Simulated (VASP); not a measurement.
Here is a VASP 6.6.1 calculation.

Contents of INCAR:

```
SYSTEM = C
ALGO = Normal
EDIFF = 1E-6
ENCUT = 520
GGA = PE
ISIF = 2
ISMEAR = 0
LASPH = .TRUE.
LCHARG = .FALSE.
LREAL = Auto
LWAVE = .FALSE.
NBANDS = 43
NELM = 80
PREC = Accurate
SIGMA = 0.05
```

Contents of KPOINTS:

```
k-points
0
G
  6 6 6
  0 0 0
```

POSCAR

```
C
1.0
    3.5715485858      0.0000000000     -3.5715485858
    0.0000000000      3.5715485858     -3.5715485858
    3.5715485858      3.5715485858      0.0000000000
C
15
Direct
    0.2500000000      0.2500000000      0.2500000000
    0.2500000000      0.7500000000      0.7500000000
    0.2500000000      0.7500000000      0.2500000000
    0.7500000000      0.2500000000      0.7500000000
    0.7500000000      0.2500000000      0.2500000000
    0.7500000000      0.7500000000      0.7500000000
    0.7500000000      0.7500000000      0.2500000000
    0.1250000000      0.1250000000      0.1250000000
    0.1250000000      0.1250000000      0.6250000000
    0.1250000000      0.6250000000      0.1250000000
    0.0049790358      0.6250000000      0.6850104821
    0.6250000000      0.1250000000      0.1250000000
    0.6250000000      0.1250000000      0.6250000000
    0.6250000000      0.6250000000      0.1250000000
    0.6250000000      0.6250000000      0.6250000000
```

Potentials or basis: VASP PAW PBE potentials, release 64 (C).

Launch:

```console
$ cat potpaw_PBE.64/C/POTCAR > POTCAR
$ mpirun -np 1 vasp_std > vasp.out
```

Problem. Predict the band gap on the k mesh.

Solution. Zero (band 30 reaches 10.73 eV, above the bottom of band 31 at 9.24 eV).

Problem. What does it give for the pressure?

Solution. 18.9 GPa.

Problem. Predict the largest force.

Solution. 43.905 eV/Å.

Forces on the atoms (eV/Å):
```
C    -0.095   0.095  -0.724
C     0.007   2.052   0.906
C    -2.052  -0.007   0.906
C     0.139   0.370   0.177
C    -0.370  -0.139   0.177
C   -23.090  23.090  17.190
C     0.100  -0.100  -0.399
C     2.112   1.469   1.917
C    -1.469  -2.112   1.917
C     0.137  -0.137  -0.533
C    25.612 -25.612 -24.814
C    -0.066   0.066   0.009
C     0.599  -0.599  -1.728
C     1.002   2.566   2.499
C    -2.566  -1.002   2.499
```

Caveat: the cell differs from its parent crystal (atom 11 moved 0.000 of the way to it and +0.525 Å across, host rigid).
